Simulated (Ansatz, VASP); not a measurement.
## One calculation of AlRu, two programs

Contents of INCAR:

```
SYSTEM = AlRu
PREC = Accurate
ENCUT = 520
EDIFF = 1E-6
ISMEAR = -1
SIGMA = 0.05
LREAL = .FALSE.
LASPH = .TRUE.
NELM = 60
ALGO = Normal
ISIF = 2
LWAVE = .FALSE.
LCHARG = .FALSE.
GGA = PE
NBANDS = 16
```

The input KPOINTS:

```
regular mesh
0
G
  12 12 12
  0 0 0
```

POSCAR

```
AlRu
1.0
    3.0375095875      0.0000000000      0.0000000000
    0.0000000000      3.0375095875      0.0000000000
    0.0000000000      0.0000000000      2.9018520000
Al Ru
1 1
Direct
    0.0000000000      0.0000000000      0.0000000000
    0.5000000000      0.5000000000      0.5000000000
```

Input for Ansatz:

```yaml
crystal:
  lattice:
    - [3.0375095875, 0.0, 0.0]
    - [0.0, 3.0375095875, 0.0]
    - [0.0, 0.0, 2.901852]
  atoms:
    - { symbol: Al, position: [0.0, 0.0, 0.0] }
    - { symbol: Ru, position: [0.5, 0.5, 0.5] }
kpoints:
  mp_grid: { grid: [12, 12, 12] }
scf:
  occupations: { method: fermi_dirac, width: 0.05 }
hamiltonian:
  xc: pbe
  pseudopotentials: { kind: all_electron, lapw: { basis_error: 0.001 } }
output:
  forces: true
  stress: true
  eigenvalues: true
```

Change from the starting cell: z stretched by -3 % at fixed volume.

Alike in both runs: task single point; functional PBE; k mesh 12 × 12 × 12; occupations fermi-dirac, width 0.05 eV; no spin polarisation.

|  | VASP | Ansatz |
| --- | --- | --- |
| version | VASP 6.6.1 | Ansatz 0.2.0 |
| potentials or method | VASP PAW PBE potentials, release 64 (Al, Ru_pv), cutoff 520 eV | all-electron LAPW, scalar-relativistic |

|  | VASP | Ansatz | Ansatz less VASP |
| --- | --- | --- | --- |
| pressure (GPa) | 2.7 | 2.7 | -0.01 |
| traceless stress, the component that is largest in VASP (GPa) | 5.72 | 5.70 | -0.013 |

Ansatz ran all-electron here, and VASP with PAW potentials.
